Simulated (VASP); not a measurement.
Input of a VASP 6.6.1 run:

The input INCAR:

```
SYSTEM = SrO
ALGO = Normal
EDIFF = 1E-6
ENCUT = 520
GGA = PE
ISIF = 2
ISMEAR = 0
LASPH = .TRUE.
LCHARG = .FALSE.
LREAL = .FALSE.
LWAVE = .FALSE.
NBANDS = 24
NELM = 60
PREC = Accurate
SIGMA = 0.02
```

Contents of KPOINTS:

```
k-points
0
G
  9 9 6
  0 0 0
```

POSCAR

```
SrO
1.0
    3.5699174785      0.0000000000      0.0000000000
   -1.7849587392      3.0916392258      0.0000000000
    0.0000000000      0.0000000000      5.8733627238
Sr O
2 2
Direct
    0.3333333300      0.6666666700      0.2500000000
    0.6666666700      0.3333333300      0.7500000000
    0.0000000000      0.0000000000      0.0000000000
    0.0000000000      0.0000000000      0.5000000000
```

Potentials or basis: VASP PAW PBE potentials, release 64 (Sr_sv, O).

Command:

```sh
$ cat potpaw_PBE.64/Sr_sv/POTCAR potpaw_PBE.64/O/POTCAR > POTCAR
$ mpirun -np 1 vasp_std > vasp.out
```

Task: Predict the band gap on the k mesh.

Result: 2.79 eV (least direct gap 2.98 eV).

Task: Estimate the pressure.

Result: 7.3 GPa.

Stress tensor (GPa, compression positive):
```
 3.44  0.00  0.00
 0.00  3.44  0.00
 0.00  0.00 15.13
```

Caveat: the cell differs from its parent crystal (strained); the cell stands under pressure; an odd mesh through Γ misses points on the zone boundary, where band edges can lie.
